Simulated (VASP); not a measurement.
Write the native input for VASP 6.6.1 that does the following.

```yaml
Task: single point
Functional: PBE
Potentials_or_basis: VASP PAW PBE potentials, release 64 (K_sv, I)
Cutoff: 520 eV
k_mesh: 4 × 4 × 4
Occupations: fermi-dirac, width 0.086 eV
Spin: no spin polarisation
Dipole_correction: no
Further_INCAR_settings: ALGO = Normal; EDIFF = 1e-06; NBANDS = 15
```

The structure of KI lies in POSCAR:

```
KI
1.0
    0.0000000000      3.9526580000      3.9526580000
    3.9526580000      0.0000000000      3.9526580000
    3.9526580000      3.9526580000      0.0000000000
K I
1 1
Direct
   -0.0073685859     -0.0137475845      0.0246739030
    0.2469664717      0.2533419284      0.2493595449
```

One way to write it, as run:

INCAR

```
  PREC = Accurate
  ENCUT = 520
  EDIFF = 1E-6
  ISMEAR = -1
  SIGMA = 0.086
  LREAL = False
  LASPH = True
  NELM = 60
  ALGO = Normal
  ISIF = 2
  LWAVE = False
  LCHARG = False
  GGA = PE
  NBANDS = 15
```

KPOINTS

```
Automatic mesh
0
Gamma
  4 4 4
```

Potentials or basis: VASP PAW PBE potentials, release 64 (K_sv, I).

Launch:

```console
$ cat potpaw_PBE.64/K_sv/POTCAR potpaw_PBE.64/I/POTCAR > POTCAR
$ mpirun -np 1 vasp_std > vasp.out
```

It gave:

```
Pressure               : 0.3 GPa
Largest force          : 0.132 eV/Å
Band gap on the k mesh : 3.92 eV
```

Caveat: the atoms stand as in a frame of molecular dynamics; spin-orbit coupling is left out, which moves the levels of the heavy elements.

Wall time 66 s on 1 thread of Intel Xeon 8259CL, with other jobs on the host, peak memory 0.28 GiB.
